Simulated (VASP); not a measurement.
# MoW3 (Fm-3m) in VASP: relaxation of cell and atoms with PBE

Aim: the relaxation of cell and atoms of MoW3 with PBE.

Everything below comes from runs of VASP 6.6.1. Logs are shortened: lines on timing, memory, paths and dates and some standing lists are left out, and cuts for length are marked.

### 1 The cell of the first run

The structure is cubic, space group Fm-3m (No. 225). Conventional cell: a = 6.420 Å, b = 6.420 Å, c = 6.420 Å, α = 90.00°, β = 90.00°, γ = 90.00°. Mo (site symmetry m-3m) has 14 W at 2.78 to 3.21 Å within 3.7 Å. W (site symmetry m-3m) has 8 W at 2.78 Å and 6 Mo at 3.21 Å within 3.7 Å. Within 3.7 Å of W (site symmetry -43m) lie 4 Mo at 2.78 Å and 10 W at 2.78 to 3.21 Å.

### 2 Relaxation of cell and atoms, PBE

INCAR reads:

```
SYSTEM = MoW3
ALGO = Normal
EDIFF = 1E-7
EDIFFG = -0.08
ENCUT = 500
GGA = PE
GGA_COMPAT = .False.
IBRION = 2
ISIF = 3
ISMEAR = 0
LASPH = .True.
LCHARG = .False.
LREAL = .False.
LWAVE = .False.
NELM = 120
NELMIN = 4
NSW = 36
PREC = Accurate
SIGMA = 0.2
```

KPOINTS reads:

```
k-points
0
Gamma
  5 5 5
  0 0 0
```

POSCAR reads:

```
MoW3
1.0
    0.0000000000      3.2100000000      3.2100000000
    3.2100000000      0.0000000000      3.2100000000
    3.2100000000      3.2100000000      0.0000000000
Mo W
1 3
Direct
    0.0000000000      0.0000000000      0.0000000000
    0.5000000000      0.5000000000      0.5000000000
    0.2500000000      0.2500000000      0.2500000000
    0.7500000000      0.7500000000      0.7500000000
```

Potentials or basis: VASP PAW PBE potentials, release 64 (Mo_sv, W_sv).

Launch:

```
> cat potpaw_PBE.64/Mo_sv/POTCAR potpaw_PBE.64/W_sv/POTCAR > POTCAR
> mpirun -np 1 vasp_std > vasp.out
```

OUTCAR:

```text
SYSTEM = MoW3
   EDIFF = 1E-7
   EDIFFG = -0.08
   ENCUT = 500
   GGA = PE
   IBRION = 2
   ISIF = 3
   ISMEAR = 0
   LASPH = .True.
   LREAL = .False.
   NELM = 120
   NELMIN = 4
   NSW = 36
   PREC = Accurate

 ion  position               nearest neighbor table
   1  0.000  0.000  0.000-   4 2.78   4 2.78   4 2.78   3 2.78   3 2.78   3 2.78   4 2.78   3 2.78
                             2 3.21   2 3.21   2 3.21   2 3.21   2 3.21   2 3.21
   2  0.500  0.500  0.500-   3 2.78   3 2.78   3 2.78   4 2.78   4 2.78   4 2.78   4 2.78   3 2.78
                             1 3.21   1 3.21   1 3.21   1 3.21   1 3.21   1 3.21
   3  0.250  0.250  0.250-   1 2.78   1 2.78   1 2.78   2 2.78   2 2.78   2 2.78   2 2.78   1 2.78
                             4 3.21   4 3.21   4 3.21   4 3.21   4 3.21   4 3.21
   4  0.750  0.750  0.750-   2 2.78   2 2.78   2 2.78   1 2.78   1 2.78   1 2.78   2 2.78   1 2.78
                             3 3.21   3 3.21   3 3.21   3 3.21   3 3.21   3 3.21

  LATTYP: Found a face centered cubic cell.
 ALAT       =     6.4200000000

  Lattice vectors:

 A1 = (   0.0000000000,   3.2100000000,   3.2100000000)
 A2 = (   3.2100000000,   0.0000000000,   3.2100000000)
 A3 = (   3.2100000000,   3.2100000000,   0.0000000000)

Analysis of symmetry for initial positions (statically):
=====================================================================
 Subroutine PRICEL returns:
 Original cell was already a primitive cell.

 Routine SETGRP: Setting up the symmetry group for a
 face centered cubic supercell.

 Subroutine GETGRP returns: Found 48 space group operations
 (whereof 48 operations were pure point group operations)
 out of a pool of 48 trial point group operations.

The static configuration has the point symmetry O_h .

Analysis of symmetry for dynamics (positions and initial velocities):
=====================================================================
 Subroutine PRICEL returns:
 Original cell was already a primitive cell.

 Routine SETGRP: Setting up the symmetry group for a
 face centered cubic supercell.

 Subroutine GETGRP returns: Found 48 space group operations
 (whereof 48 operations were pure point group operations)
 out of a pool of 48 trial point group operations.

The dynamic configuration has the point symmetry O_h .

 Subroutine INISYM returns: Found 48 space group operations
 (whereof 48 operations are pure point group operations),
 and found     1 'primitive' translations

----------------------------------------------------------------------------------------

                                     Primitive cell

  volume of cell :      66.1523

  direct lattice vectors                    reciprocal lattice vectors
     0.000000000  3.210000000  3.210000000    -0.155763240  0.155763240  0.155763240
     3.210000000  0.000000000  3.210000000     0.155763240 -0.155763240  0.155763240
     3.210000000  3.210000000  0.000000000     0.155763240  0.155763240 -0.155763240

  length of vectors
     4.539625535  4.539625535  4.539625535     0.269789845  0.269789845  0.269789845

  position of ions in fractional coordinates (direct lattice)
     0.000000000  0.000000000  0.000000000
     0.500000000  0.500000000  0.500000000
     0.250000000  0.250000000  0.250000000
     0.750000000  0.750000000  0.750000000

  ion indices of the primitive-cell ions
   primitive index   ion index
                 1           1
                 2           2
                 3           3
                 4           4

----------------------------------------------------------------------------------------

 KPOINTS: k-points

Automatic generation of k-mesh.
 Grid dimensions read from file:
 generate k-points for:    5    5    5

 Generating k-lattice:

  Cartesian coordinates                     Fractional coordinates (reciprocal lattice)
    -0.031152648  0.031152648  0.031152648     0.200000000  0.000000000  0.000000000
     0.031152648 -0.031152648  0.031152648     0.000000000  0.200000000  0.000000000
     0.031152648  0.031152648 -0.031152648     0.000000000  0.000000000  0.200000000

  Length of vectors
     0.053957969  0.053957969  0.053957969

  Shift w.r.t. Gamma in fractional coordinates (k-lattice)
     0.000000000  0.000000000  0.000000000

 Subroutine IBZKPT returns following result:
 ===========================================

 Found     10 irreducible k-points:

 Following reciprocal coordinates:
            Coordinates               Weight
  0.000000  0.000000  0.000000      1.000000
  0.200000  0.000000  0.000000      8.000000
  0.400000  0.000000  0.000000      8.000000
  0.200000  0.200000  0.000000      6.000000
  0.400000  0.200000  0.000000     24.000000
 -0.400000  0.200000  0.000000     24.000000
 -0.200000  0.200000  0.000000     12.000000
  0.400000  0.400000  0.000000      6.000000
 -0.400000  0.400000  0.000000     12.000000
 -0.400000  0.400000  0.200000     24.000000
   k-points           NKPTS =     10   k-points in BZ     NKDIM =     10   number of bands    NBANDS=     33
   number of dos      NEDOS =    301   number of ions     NIONS =      4
   total plane-waves  NPLWV =  46656
   dimension x,y,z NGX =    36 NGY =   36 NGZ =   36
   dimension x,y,z NGXF=    72 NGYF=   72 NGZF=   72
   ions per type =               1   3
   NGX,Y,Z   is equivalent  to a cutoff of  13.18, 13.18, 13.18 a.u.
   NGXF,Y,Z  is equivalent  to a cutoff of  26.37, 26.37, 26.37 a.u.
 SYSTEM =  MoW3
   PREC   = accura    normal or accurate (medium, high low for compatibility)
   ISTART =      0    job   : 0-new  1-cont  2-samecut
   ICHARG =      2    charge: 1-file 2-atom 10-const
   ISPIN  =      1    spin polarized calculation?
   LNONCOLLINEAR =      F non collinear calculations
   LSORBIT =      F    spin-orbit coupling
   LASPH  =      T    aspherical Exc in radial PAW
   ENCUT  =  500.0 eV  36.75 Ry    6.06 a.u.   8.28  8.28  8.28*2*pi/ulx,y,z
   NELM   =    120;   NELMIN=  4; NELMDL= -5     # of ELM steps
   EDIFF  = 0.1E-06   stopping-criterion for ELM
   LREAL  =      F    real-space projection
   EDIFFG = -.8E-01   stopping-criterion for IOM
   NSW    =     36    number of steps for IOM
   IBRION =      2    ionic relax: 0-MD 1-quasi-New 2-CG
   NFREE  =      1    steps in history (QN), initial steepest desc. (CG)
   ISIF   =      3    stress and relaxation
   ISYM   =      2    0-nonsym 1-usesym 2-fastsym
   POTIM  = 0.5000    time-step for ionic-motion
   TEBEG  =    0.0;   TEEND  =   0.0 temperature during run
   PSTRESS=    0.0 pullay stress
   NELECT =      56.0000    total number of electrons
   NUPDOWN=      -1.0000    fix difference up-down
   EMIN   =  10.00;   EMAX   =-10.00  energy-range for DOS
   EFERMI =   0.00;   METHOD = LEGACY
   ISMEAR =     0;   SIGMA  =   0.20  broadening in eV -4-tet -1-fermi 0-gaus
   EFERMI_NEDOS =   21; number of points for ismear=-14 and -15
   IALGO  =     38    algorithm
   IMIX   =      4    mixing-type and parameters
     AMIX     =   0.40;   BMIX     =  1.00
     AMIX_MAG =   1.60;   BMIX_MAG =  1.00
  volume/ion in A,a.u.               =      16.54       111.60
  Fermi-wavevector in a.u.,A,eV,Ry     =   1.548659  2.926541 32.631462  2.398345
  Thomas-Fermi vector in A             =   2.653578
   LORBIT       =      0    0 simple, 1 ext, 2 COOP (PROOUT), +10 PAW based schemes
   GGA     = PE    functional components
   LHFCALC =     F    Hartree Fock is set to
   AEXX    =    0.0000 exact exchange contribution
   IVDW    =     0    specifies the selected vdW correction
   LEPSILON=     F    determine dielectric tensor
   LRPA    =     F    only Hartree local field effects (RPA)
 conjugate gradient relaxation of ions
 non-spin polarized calculation
 Gauss-broadening in eV      SIGMA  =   0.20
  energy-cutoff  :      500.00
  volume of cell :       66.15
 maximum number of plane-waves:      1694
 NGX is ok and might be reduce to    36
   NGX = 17   NGY = 17   NGZ = 17

--------------------------------------- Ionic step        1  -------------------------------------------

 number of electron      56.0000000 magnetization

 Free energy of the ion-electron system (eV)
  ---------------------------------------------------
  ext. energy  EPLUGINS =         0.00000000
  ---------------------------------------------------
  free energy    TOTEN  =       -49.80746658 eV

  energy without entropy =      -49.76628612  energy(sigma->0) =      -49.78687635

------------------------ aborting loop because EDIFF is reached ----------------------------------------

  FORCE on cell =-STRESS in cart. coord.  units (eV):
  Direction    XX          YY          ZZ          XY          YZ          ZX
  --------------------------------------------------------------------------------------
  -------------------------------------------------------------------------------------
  Total       -3.3109124     -3.3109124     -3.3109124      0.0000000     -0.0000000      0.0000000
  in kB      -80.1887021    -80.1887021    -80.1887021      0.0000000     -0.0000000      0.0000000
  external PRESSURE =     -80.1887021 kB  Pullay stress =       0.0000000 kB
[... 61 lines left out ...]
  energy  without entropy=      -49.2615538456  energy(sigma->0) =      -49.28084743

--------------------------------------- Ionic step        3  -------------------------------------------

 number of electron      56.0000007 magnetization

 Free energy of the ion-electron system (eV)
  ---------------------------------------------------
  ext. energy  EPLUGINS =         0.00000000
  ---------------------------------------------------
  free energy    TOTEN  =       -49.85578531 eV

  energy without entropy =      -49.81651516  energy(sigma->0) =      -49.83615023

 E-fermi :  11.5424     XC(G=0): -13.4770

 val. band max:       11.5078594037   @ k =  -0.4000   0.4000   0.0000
 cond. band min:      11.6224567318   @ k =   0.4000   0.4000   0.0000
 fundamental gap:      0.1145973281
 Fermi energy:        11.5423909739

 k-point     1 :       0.0000    0.0000    0.0000
  band No.  band energies     occupation
      1     -62.7186      2.00000
      2     -62.6637      2.00000
      3     -62.4884      2.00000
      4     -49.6082      2.00000
      5     -27.0881      2.00000
      6     -27.0881      2.00000
[... 380 lines left out ...]
  FREE ENERGIE OF THE ION-ELECTRON SYSTEM (eV)
  ---------------------------------------------------
  free  energy   TOTEN  =       -49.8557853069 eV

  energy  without entropy=      -49.8165151616  energy(sigma->0) =      -49.83615023

 reached required accuracy - stopping structural energy minimisation
```

Wall time 89 s (1 thread of Intel Xeon 8259CL, shared host); peak memory 0.19 GiB.

Results:

* Free energy: -49.8558 eV
* Relaxed volume: 16.09 Å³/atom
* Relaxed cell: a = 4.498 Å, b = 4.498 Å, c = 4.498 Å, α = 60.00°, β = 60.00°, γ = 60.00°
* Space group after relaxing (to 0.1 Å): Fm-3m (No. 225)
* Energy gained by relaxing: 12.1 meV/atom
* Ionic steps: 3
* Pressure after relaxing: -0.3 GPa
* Band gap on the k mesh: zero (bands 28 and 29 overlap by 0.40 eV)

Step by step:
```
step  energy change (eV)  largest force (eV/Å)  pressure (GPa)  volume (Å³)
   1              0.0000                0.0000           -8.02        66.15
   2              0.5073                0.0000           33.71        58.54
   3             -0.0483                0.0000           -0.35        64.35
```

Final structure:
```
Mo W
1.0
     0.00000    3.18050    3.18050
     3.18050    0.00000    3.18050
     3.18050    3.18050    0.00000
Mo W
1 3
Cartesian
  0.0000 0.0000 0.0000
  3.1805 3.1805 3.1805
  1.5903 1.5903 1.5903
  4.7708 4.7708 4.7708
```

Caveat: spin-orbit coupling is left out, which moves the levels of the heavy elements.

The gap in the log of VASP goes by the Fermi energy; the results here count the filled bands.